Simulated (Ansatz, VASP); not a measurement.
# HfB in VASP and in Ansatz

```
Hf B
1.0
     2.21890    1.28109    1.59467
    -2.21890    1.28109    1.59467
     0.00000   -2.56217    1.59467
Hf B
1 1
Direct
  0.50000 0.50000 0.50000
  0.00000 0.00000 0.00000
```

Alike in both runs: task relaxation of cell and atoms; functional PBE; k mesh 18 × 18 × 18; occupations gaussian, width 0.1 eV; no spin polarisation.

|  | VASP | Ansatz |
| --- | --- | --- |
| version | VASP 6.6.1 | Ansatz 0.2.0 |
| potentials or method | VASP PAW PBE potentials, release 64 (Hf_pv, B), cutoff 600 eV | scalar-relativistic, plane waves, PAW |
| valence electrons in the cell | 13 | 29 |

|  | VASP | Ansatz | Ansatz less VASP |
| --- | --- | --- | --- |
| gap on the k mesh at the Fermi level, each at its own relaxed structure (eV) | none | none | - |
| relaxed volume (Å³/atom) | 13.53 | 13.57 | +0.037 |
| relaxed cell length with the largest relative difference (Å) | 3.013 | 3.016 | +0.0032 |

A gap of «none» marks a metal or a gap that the smearing closes. VASP's potentials hold 13 valence electrons a cell and Ansatz's 29, so a difference there can come from the potentials and not from the codes.

Spin-orbit coupling is off throughout.
